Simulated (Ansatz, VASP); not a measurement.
One calculation of Ti, two programs

File INCAR:

```
SYSTEM = Ti
PREC     = Accurate       ! precision mode
ENCUT    = 600            ! plane-wave cutoff, eV
EDIFF    = 1E-6           ! SCF threshold, eV
ISMEAR   = 0              ! smearing method
SIGMA    = 0.1            ! smearing width, eV
LREAL    = .False.        ! projectors in reciprocal space
LASPH    = .True.         ! aspherical terms in the spheres
NELM     = 100            ! most SCF steps
ALGO     = Normal         ! electronic algorithm
ISIF     = 3              ! what is computed and relaxed
LWAVE    = .False.        ! write WAVECAR
LCHARG   = .False.        ! write CHGCAR
GGA      = PE             ! functional
IBRION   = 2              ! ionic algorithm
NSW      = 90             ! ionic steps
EDIFFG   = -0.04          ! ionic threshold
```

Contents of KPOINTS:

```
Automatic mesh
0
Gamma
  2 2 2
  0 0 0
```

File POSCAR:

```
Ti
1.0
    0.0000000000      8.4511634600      8.4511634600
    8.4511634600      0.0000000000      8.4511634600
    8.4511634600      8.4511634600      0.0000000000
Ti
8
Direct
    0.8062530200      0.0645823300      0.0645823300
    0.1854176700      0.1854176700      0.1854176700
    0.1854176700      0.1854176700      0.4437469800
    0.1854176700      0.4437469800      0.1854176700
    0.0645823300      0.8062530200      0.0645823300
    0.0645823300      0.0645823300      0.0645823300
    0.0645823300      0.0645823300      0.8062530200
    0.4437469800      0.1854176700      0.1854176700
```

Input for Ansatz:

```yaml
crystal:
  lattice:
    - [0.0, 8.45116346, 8.45116346]
    - [8.45116346, 0.0, 8.45116346]
    - [8.45116346, 8.45116346, 0.0]
  atoms:
    - { symbol: Ti, position: [0.80625302, 0.06458233, 0.06458233] }
    - { symbol: Ti, position: [0.18541767, 0.18541767, 0.18541767] }
    - { symbol: Ti, position: [0.18541767, 0.18541767, 0.44374698] }
    - { symbol: Ti, position: [0.18541767, 0.44374698, 0.18541767] }
    - { symbol: Ti, position: [0.06458233, 0.80625302, 0.06458233] }
    - { symbol: Ti, position: [0.06458233, 0.06458233, 0.06458233] }
    - { symbol: Ti, position: [0.06458233, 0.06458233, 0.80625302] }
    - { symbol: Ti, position: [0.44374698, 0.18541767, 0.18541767] }
basis:
  ecutwfc: 420
kpoints:
  mp_grid: { grid: [2, 2, 2] }
hamiltonian:
  xc: pbe
scf:
  occupations: { method: gaussian, width: 0.1 }
  lower_state_search: "off"
output:
  forces: true
  stress: true
  eigenvalues: true
relax:
  adjacent_minimum: "off"
  f_tol: 0.04
  max_steps: 70
  cell: { stress_tol: 0.4 }
```

Alike in both runs: task relaxation of cell and atoms; functional PBE; k mesh 2 × 2 × 2; occupations gaussian, width 0.1 eV; no spin polarisation.

```csv
,VASP,Ansatz
version,VASP 6.6.1,Ansatz 0.2.0
potentials or method,"VASP PAW PBE potentials, release 64 (Ti_sv), cutoff 600 eV","scalar-relativistic, plane waves, PAW"
valence electrons in the cell,96,96
```

```tsv
	VASP	Ansatz	Ansatz less VASP
gap on the k mesh at the Fermi level, each at its own relaxed structure (eV)	none	none	-
relaxed volume (Å³/atom)	91.92	92.75	+0.830
relaxed length of the cell vector where the two differ most in proportion (Å)	10.131	10.162	+0.0304
```

A gap of «none» marks a metal or a gap that the smearing closes.

Noted on VASP's run: the volume moved by over 15 % at a fixed basis, so the end points are rough.
